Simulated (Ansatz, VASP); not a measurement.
**Ta2AlF3 in VASP and in Ansatz**

The input INCAR:

```
SYSTEM = Ta2AlF3
ALGO = Normal
EDIFF = 1E-7
EDIFFG = -0.01
ENCUT = 600
GGA = PE
IBRION = 2
ISIF = 3
ISMEAR = 0
LASPH = .TRUE.
LCHARG = .FALSE.
LREAL = .FALSE.
LWAVE = .FALSE.
NELM = 80
NSW = 100
PREC = Accurate
SIGMA = 0.1
```

Contents of KPOINTS:

```
k-points
0
G
  10 10 4
  0 0 0
```

POSCAR

```
Ta2AlF3
1.0
    3.5445969440      0.0000000000      0.0000000000
    0.0000000000      3.5445969440      0.0000000000
    0.0000000000      0.0000000000     12.2770787158
Ta Al F
2 1 3
Direct
    0.5000000000      0.5000000000      0.0000000000
    0.0000000000      0.0000000000      0.5000000000
    0.0000000000      0.0000000000      0.0000000000
    0.0000000000      0.0000000000      0.6521494176
    0.0000000000      0.0000000000      0.3478505824
    0.5000000000      0.5000000000      0.5000000000
```

Input for Ansatz:

```yaml
crystal:
  lattice:
    - [3.544596944, 0.0, 0.0]
    - [0.0, 3.544596944, 0.0]
    - [0.0, 0.0, 12.2770787158]
  atoms:
    - { symbol: Ta, position: [0.5, 0.5, 0.0] }
    - { symbol: Ta, position: [0.0, 0.0, 0.5] }
    - { symbol: Al, position: [0.0, 0.0, 0.0] }
    - { symbol: F, position: [0.0, 0.0, 0.6521494176] }
    - { symbol: F, position: [0.0, 0.0, 0.3478505824] }
    - { symbol: F, position: [0.5, 0.5, 0.5] }
basis:
  ecutwfc: 420
kpoints:
  mp_grid: { grid: [10, 10, 4] }
hamiltonian:
  xc: pbe
scf:
  occupations: { method: gaussian, width: 0.1 }
output:
  forces: true
  stress: true
  eigenvalues: true
relax:
  adjacent_minimum: "off"
  f_tol: 0.01
  max_steps: 80
  cell: { stress_tol: 0.05 }
```

Alike in both runs: task relaxation of cell and atoms; functional PBE; k mesh 10 × 10 × 4; occupations gaussian, width 0.1 eV; no spin polarisation.

|  | VASP | Ansatz |
| --- | --- | --- |
| version | VASP 6.6.1 | Ansatz 0.2.0 |
| potentials or method | VASP PAW PBE potentials, release 64 (Ta_pv, Al, F), cutoff 600 eV | scalar-relativistic, plane waves, PAW |
| valence electrons in the cell | 46 | 50 |

Ansatz gave:

```
gap on the k mesh at the Fermi level, each at its own relaxed structure (eV) : none
relaxed volume (Å³/atom)                                                     : 25.71
relaxed length of the cell vector where the two differ most in proportion (Å)              : 12.277
```

Problem. What did VASP give for the same quantities?

Solution. gap on the k mesh at the Fermi level, each at its own relaxed structure (eV): none; relaxed volume (Å³/atom): 24.55; relaxed length of the cell vector where the two differ most in proportion (Å): 11.739.

A gap of «none» marks a metal or a gap that the smearing closes. VASP's potentials hold 46 valence electrons a cell and Ansatz's 50, so a difference there can come from the potentials and not from the codes.

Neither program's run includes spin-orbit coupling.
